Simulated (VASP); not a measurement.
# Ni3Ge (Pm-3m) in VASP: notebook

The runs below take Ni3Ge through single point, with r2SCAN.

Everything below comes from runs of VASP 6.6.1. Logs are shortened: lines on timing, memory, paths and dates and some standing lists are left out, and cuts for length are marked.

### Step 1. The cell of the first run

It takes space group Pm-3m (No. 221, cubic). Conventional cell: a = 3.533 Å, b = 3.533 Å, c = 3.533 Å, α = 90.00°, β = 90.00°, γ = 90.00°. Ni (site symmetry 4/mmm) has 8 Ni at 2.50 Å and 4 Ge at 2.50 Å within 3.3 Å. Ge (site symmetry m-3m) has 12 Ni at 2.50 Å within 3.3 Å.

### Step 2. Single point, r2SCAN

POSCAR

```
Ni3Ge
1.0
    3.5326169033      0.0000000000      0.0000000000
    0.0000000000      3.5326169033      0.0000000000
    0.0000000000      0.0000000000      3.5326169033
Ni Ge
3 1
Direct
    0.5000000000      0.0000000000      0.5000000000
    0.0000000000      0.5000000000      0.5000000000
    0.5000000000      0.5000000000      0.0000000000
    0.0000000000      0.0000000000      0.0000000000
```

INCAR.step1

```
PREC = Accurate
ENCUT = 520
ISMEAR = 0
SIGMA = 0.1
LREAL = False
LASPH = True
NELM = 80
NBANDS = 30
GGA = PE
ALGO = Normal
EDIFF = 1E-4
LWAVE = True
LCHARG = False
```

INCAR.step2

```
PREC = Accurate
ENCUT = 520
EDIFF = 1E-6
ISMEAR = 0
SIGMA = 0.1
LREAL = False
LASPH = True
NELM = 80
ALGO = Normal
ISIF = 2
LWAVE = False
LCHARG = True
METAGGA = R2SCAN
LMIXTAU = True
LELF = True
LVHAR = True
NBANDS = 30
ISTART = 1
```

KPOINTS

```
regular mesh
0
Gamma
  12 12 12
```

Potentials or basis: VASP PAW PBE potentials, release 64 (Ni, Ge_d).

Launch:

```sh
> cat potpaw_PBE.64/Ni/POTCAR potpaw_PBE.64/Ge_d/POTCAR > POTCAR
> cp INCAR.step1 INCAR
> mpirun -np 1 vasp_std > vasp.out
> cp INCAR.step2 INCAR
> mpirun -np 1 vasp_std > vasp.out
```

OUTCAR:

```text
PREC = Accurate
   ENCUT = 520
   EDIFF = 1E-6
   ISMEAR = 0
   LREAL = False
   LASPH = True
   NELM = 80
   ISIF = 2
   METAGGA = R2SCAN
   ISTART = 1

 ion  position               nearest neighbor table
   1  0.500  0.000  0.500-   2 2.50   3 2.50   4 2.50   3 2.50   4 2.50   2 2.50   3 2.50   3 2.50
                             2 2.50   4 2.50   4 2.50   2 2.50
   2  0.000  0.500  0.500-   1 2.50   3 2.50   4 2.50   3 2.50   4 2.50   1 2.50   4 2.50   4 2.50
                             1 2.50   3 2.50   3 2.50   1 2.50
   3  0.500  0.500  0.000-   1 2.50   2 2.50   4 2.50   1 2.50   2 2.50   1 2.50   4 2.50   1 2.50
                             2 2.50   4 2.50   2 2.50   4 2.50
   4  0.000  0.000  0.000-   1 2.50   2 2.50   3 2.50   1 2.50   2 2.50   2 2.50   3 2.50   2 2.50
                             1 2.50   3 2.50   1 2.50   3 2.50

  LATTYP: Found a simple cubic cell.
 ALAT       =     3.5326169033

  Lattice vectors:

 A1 = (   3.5326169033,   0.0000000000,   0.0000000000)
 A2 = (   0.0000000000,   3.5326169033,   0.0000000000)
 A3 = (   0.0000000000,   0.0000000000,   3.5326169033)

Analysis of symmetry for initial positions (statically):
=====================================================================
 Subroutine PRICEL returns:
 Original cell was already a primitive cell.

 Routine SETGRP: Setting up the symmetry group for a
 simple cubic supercell.

 Subroutine GETGRP returns: Found 48 space group operations
 (whereof 48 operations were pure point group operations)
 out of a pool of 48 trial point group operations.

The static configuration has the point symmetry O_h .

Analysis of symmetry for dynamics (positions and initial velocities):
=====================================================================
 Subroutine PRICEL returns:
 Original cell was already a primitive cell.

 Routine SETGRP: Setting up the symmetry group for a
 simple cubic supercell.

 Subroutine GETGRP returns: Found 48 space group operations
 (whereof 48 operations were pure point group operations)
 out of a pool of 48 trial point group operations.

The dynamic configuration has the point symmetry O_h .

 Subroutine INISYM returns: Found 48 space group operations
 (whereof 48 operations are pure point group operations),
 and found     1 'primitive' translations

----------------------------------------------------------------------------------------

                                     Primitive cell

  volume of cell :      44.0849
[... 88 lines left out ...]
   LNONCOLLINEAR =      F non collinear calculations
   LSORBIT =      F    spin-orbit coupling
   LASPH  =      T    aspherical Exc in radial PAW
   ENCUT  =  520.0 eV  38.22 Ry    6.18 a.u.   6.57  6.57  6.57*2*pi/ulx,y,z
   NELM   =     80;   NELMIN=  2; NELMDL=  0     # of ELM steps
   EDIFF  = 0.1E-05   stopping-criterion for ELM
   LREAL  =      F    real-space projection
   EDIFFG = 0.1E-04   stopping-criterion for IOM
   NSW    =      0    number of steps for IOM
   IBRION =     -1    ionic relax: 0-MD 1-quasi-New 2-CG
   NFREE  =      0    steps in history (QN), initial steepest desc. (CG)
   ISIF   =      2    stress and relaxation
   ISYM   =      2    0-nonsym 1-usesym 2-fastsym
   POTIM  = 0.5000    time-step for ionic-motion
   TEBEG  =    0.0;   TEEND  =   0.0 temperature during run
   PSTRESS=    0.0 pullay stress
   NELECT =      44.0000    total number of electrons
   NUPDOWN=      -1.0000    fix difference up-down
   EMIN   =  10.00;   EMAX   =-10.00  energy-range for DOS
   EFERMI =   0.00;   METHOD = LEGACY
   ISMEAR =     0;   SIGMA  =   0.10  broadening in eV -4-tet -1-fermi 0-gaus
   EFERMI_NEDOS =   21; number of points for ismear=-14 and -15
   IALGO  =     38    algorithm
   IMIX   =      4    mixing-type and parameters
     AMIX     =   0.40;   BMIX     =  1.00
     AMIX_MAG =   1.60;   BMIX_MAG =  1.00
  volume/ion in A,a.u.               =      11.02        74.37
  Fermi-wavevector in a.u.,A,eV,Ry     =   1.636047  3.091681 36.418043  2.676651
  Thomas-Fermi vector in A             =   2.727419
   LORBIT       =      0    0 simple, 1 ext, 2 COOP (PROOUT), +10 PAW based schemes
   METAGGA = R2SCAN    functional components
   LHFCALC =     F    Hartree Fock is set to
   AEXX    =    0.0000 exact exchange contribution
   IVDW    =     0    specifies the selected vdW correction
   LEPSILON=     F    determine dielectric tensor
   LRPA    =     F    only Hartree local field effects (RPA)
 non-spin polarized calculation
 Gauss-broadening in eV      SIGMA  =   0.10
  energy-cutoff  :      520.00
  volume of cell :       44.08
 maximum number of plane-waves:      1213
 NGX is ok and might be reduce to    28
   NGX = 13   NGY = 13   NGZ = 13

 number of electron      43.9999972 magnetization

 Free energy of the ion-electron system (eV)
  ---------------------------------------------------
  ext. energy  EPLUGINS =         0.00000000
  ---------------------------------------------------
  free energy    TOTEN  =       -50.75197114 eV

  energy without entropy =      -50.74131463  energy(sigma->0) =      -50.74664288

 E-fermi :  10.1516     XC(G=0): -14.7386

 val. band max:       10.1491486869   @ k =   0.0833   0.0833   0.0000
 cond. band min:      10.1516916634   @ k =   0.4167   0.4167   0.3333
 fundamental gap:      0.0025429765
 Fermi energy:        10.1516041280

 k-point     1 :       0.0000    0.0000    0.0000
  band No.  band energies     occupation
      1     -15.2787      2.00000
      2     -15.2787      2.00000
      3     -15.2640      2.00000
      4     -15.2640      2.00000
      5     -15.2640      2.00000
      6      -2.9038      2.00000
[... 781 lines left out ...]
     29      20.4991      0.00000
     30      21.6576      0.00000

 [... further k-points ...]
[... 5 lines left out ...]
  --------------------------------------------------------------------------------------
  -------------------------------------------------------------------------------------
  Total        0.0977064      0.0977064      0.0977064     -0.0000000      0.0000000     -0.0000000
  in kB        3.5509450      3.5509450      3.5509450     -0.0000000      0.0000000     -0.0000000
  external PRESSURE =       3.5509450 kB  Pullay stress =       0.0000000 kB

 VOLUME and BASIS-vectors are now :
 -----------------------------------------------------------------------------
  energy-cutoff  :      520.00
  volume of cell :       44.08
      direct lattice vectors                 reciprocal lattice vectors
     3.532616903  0.000000000  0.000000000     0.283076265  0.000000000  0.000000000
     0.000000000  3.532616903  0.000000000     0.000000000  0.283076265  0.000000000
     0.000000000  0.000000000  3.532616903     0.000000000  0.000000000  0.283076265

 POSITION                                       TOTAL-FORCE (eV/Angst)
 -----------------------------------------------------------------------------------
      1.76631      0.00000      1.76631         0.000000      0.000000      0.000000
      0.00000      1.76631      1.76631         0.000000      0.000000      0.000000
      1.76631      1.76631      0.00000         0.000000      0.000000      0.000000
      0.00000      0.00000      0.00000         0.000000      0.000000      0.000000
 -----------------------------------------------------------------------------------
    total drift:                                0.000000      0.000000      0.000000

  FREE ENERGIE OF THE ION-ELECTRON SYSTEM (eV)
  ---------------------------------------------------
  free  energy   TOTEN  =       -50.7519711363 eV

  energy  without entropy=      -50.7413146321  energy(sigma->0) =      -50.74664288
```

OSZICAR.step1:

```text
N       E                     dE             d eps       ncg     rms          rms(c)
DAV:   1     0.316805454151E+03    0.31681E+03   -0.20001E+04  5586   0.337E+03
DAV:   2     0.147700212227E+02   -0.30204E+03   -0.28762E+03  5040   0.543E+02
DAV:   3    -0.238191521815E+02   -0.38589E+02   -0.37732E+02  5376   0.165E+02
DAV:   4    -0.250242017032E+02   -0.12050E+01   -0.12036E+01  5760   0.333E+01
DAV:   5    -0.250494441857E+02   -0.25242E-01   -0.25241E-01  6672   0.419E+00    0.174E+01
DAV:   6    -0.245127314689E+02    0.53671E+00   -0.27564E+01  5910   0.751E+01    0.140E+01
DAV:   7    -0.221413819088E+02    0.23713E+01   -0.10769E+01  5642   0.440E+01    0.375E+00
DAV:   8    -0.220661199367E+02    0.75262E-01   -0.32084E-01  6044   0.500E+00    0.944E-01
DAV:   9    -0.220589389695E+02    0.71810E-02   -0.16586E-02  6710   0.151E+00    0.329E-01
DAV:  10    -0.220576156805E+02    0.13233E-02   -0.19748E-03  6982   0.524E-01    0.807E-02
DAV:  11    -0.220576248660E+02   -0.91854E-05   -0.20477E-04  4650   0.118E-01
   1 F= -.22057625E+02 E0= -.22052497E+02  d E =-.102551E-01
```

Wall time 5.5 min (1 thread of Intel Xeon Platinum 8375C at 2.90GHz (Ice Lake), shared host); peak memory 0.23 GiB.

Results:

```
Free energy            : -50.7520 eV
Pressure               : 0.4 GPa
Band gap on the k mesh : zero (band 22 reaches 10.19 eV, above the bottom of band 23 at 9.93 eV)
```

Caveat: the PAW data sets were made with another functional, which shifts forces and pressure a little. Spin polarisation is off, so any magnetic state and its effect on volume and gap are missing.

### Step 3. Single point, r2SCAN (volume scaled by 0.88)

POSCAR

```
Ni3Ge
1.0
    3.3852501482      0.0000000000      0.0000000000
    0.0000000000      3.3852501482      0.0000000000
    0.0000000000      0.0000000000      3.3852501482
Ni Ge
3 1
Direct
    0.5000000000      0.0000000000      0.5000000000
    0.0000000000      0.5000000000      0.5000000000
    0.5000000000      0.5000000000      0.0000000000
    0.0000000000      0.0000000000      0.0000000000
```

INCAR.step1

```
PREC = Accurate ; ENCUT = 520
ISMEAR = 0 ; SIGMA = 0.1
LREAL = F ; LASPH = T
NELM = 80 ; NBANDS = 30
GGA = PE ; ALGO = Normal
EDIFF = 1E-4 ; LWAVE = T
LCHARG = F
```

INCAR.step2

```
PREC = Accurate ; ENCUT = 520
EDIFF = 1E-7 ; ISMEAR = 0
SIGMA = 0.1 ; LREAL = F
LASPH = T ; NELM = 80
ALGO = Normal ; ISIF = 2
LWAVE = F ; LCHARG = F
METAGGA = R2SCAN ; LMIXTAU = T
NBANDS = 30 ; ISTART = 1
```

KPOINTS

```
Automatic mesh
0
Gamma
  12 12 12
```

Potentials or basis: VASP PAW PBE potentials, release 64 (Ni, Ge_d).

Launch:

```sh
> cat potpaw_PBE.64/Ni/POTCAR potpaw_PBE.64/Ge_d/POTCAR > POTCAR
> cp INCAR.step1 INCAR
> mpirun -np 1 vasp_std > vasp.out
> cp INCAR.step2 INCAR
> mpirun -np 1 vasp_std > vasp.out
```

It took 3 min on 1 thread of Intel Xeon 6975P-C (Granite Rapids), shared host; peak memory 0.22 GiB.

Results (log left out):

```
Free energy            : -50.1954 eV
Pressure               : 37.6 GPa
Band gap on the k mesh : zero (band 22 reaches 12.23 eV, above the bottom of band 23 at 11.92 eV)
```

Levels at points of the mesh, in eV from the Fermi level:
```tsv
k point	band 19	band 20	band 21	band 22	band 23	band 24	band 25	band 26
(0.00, 0.00, 0.00)	-0.82	-0.82	-0.41	0.06	0.06	0.06	5.52	7.93
(0.50, 0.00, 0.00)	-1.60	-1.46	-0.76	0.06	4.26	4.26	6.28	6.49
(0.50, 0.50, 0.00)	-1.52	-1.40	-1.15	-1.13	0.76	0.76	6.76	7.71
(0.50, 0.50, 0.50)	-1.46	-1.46	-0.85	-0.26	-0.26	-0.26	1.30	5.13
```

Caveat: the PAW data sets were made with another functional, which shifts forces and pressure a little. Spin polarisation is off, so any magnetic state and its effect on volume and gap are missing.
